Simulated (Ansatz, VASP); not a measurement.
**BeF3: VASP beside Ansatz**

INCAR

```
PREC = Accurate
ENCUT = 600
EDIFF = 1E-6
ISMEAR = 0
SIGMA = 0.1
LREAL = F
LASPH = T
NELM = 80
ALGO = Normal
ISIF = 3
LWAVE = F
LCHARG = F
GGA = PE
IBRION = 2
NSW = 90
EDIFFG = -0.04
```

The input KPOINTS:

```
regular mesh
0
Gamma
  4 4 4
```

File POSCAR:

```
BeF3
1.0
    0.0000000000      3.9702845753      4.3795550378
    2.8579451591      0.0000000000      4.3795550378
    2.8579451591      3.9702845753      0.0000000000
Be F
2 6
Direct
    0.4166340207      0.5833659793      0.4166340207
    0.5833659793      0.4166340207      0.5833659793
    0.4951685179      0.5048314821      0.1714981488
    0.1714981488      0.8285018512      0.4951685179
    0.8285018512      0.1714981488      0.5048314821
    0.5048314821      0.4951685179      0.8285018512
    0.1300020335      0.8699979665      0.8699979665
    0.8699979665      0.1300020335      0.1300020335
```

Input for Ansatz:

```yaml
crystal:
  lattice:
    - [0.0, 3.9702845753, 4.3795550378]
    - [2.8579451591, 0.0, 4.3795550378]
    - [2.8579451591, 3.9702845753, 0.0]
  atoms:
    - { symbol: Be, position: [0.4166340207, 0.5833659793, 0.4166340207] }
    - { symbol: Be, position: [0.5833659793, 0.4166340207, 0.5833659793] }
    - { symbol: F, position: [0.4951685179, 0.5048314821, 0.1714981488] }
    - { symbol: F, position: [0.1714981488, 0.8285018512, 0.4951685179] }
    - { symbol: F, position: [0.8285018512, 0.1714981488, 0.5048314821] }
    - { symbol: F, position: [0.5048314821, 0.4951685179, 0.8285018512] }
    - { symbol: F, position: [0.1300020335, 0.8699979665, 0.8699979665] }
    - { symbol: F, position: [0.8699979665, 0.1300020335, 0.1300020335] }
basis:
  ecutwfc: 420
kpoints:
  mp_grid: { grid: [4, 4, 4] }
hamiltonian:
  xc: pbe
scf:
  occupations: { method: gaussian, width: 0.1 }
  lower_state_search: "off"
output:
  forces: true
  stress: true
  eigenvalues: true
relax:
  adjacent_minimum: "off"
  f_tol: 0.04
  max_steps: 70
  cell: { stress_tol: 0.4 }
```

Alike in both runs: task relaxation of cell and atoms; functional PBE; k mesh 4 × 4 × 4; occupations gaussian, width 0.1 eV; no spin polarisation.

```csv
,VASP,Ansatz
version,VASP 6.6.1,Ansatz 0.2.0
potentials or method,"VASP PAW PBE potentials, release 64 (Be, F), cutoff 600 eV","scalar-relativistic, plane waves, PAW"
valence electrons in the cell,46,46
```

```csv
,VASP,Ansatz,Ansatz less VASP
"gap on the k mesh at the Fermi level, each at its own relaxed structure (eV)",3.40,3.51,+0.106
relaxed volume (Å³/atom),15.66,25.22,+9.552
relaxed cell length with the largest relative difference (Å),5.920,7.520,+1.6001
```

One of these differences is far larger than is usual between the two programs; its cause wasn't traced.

Noted on VASP's run: the volume moved by over 15 % at a fixed basis, so the end points are rough.
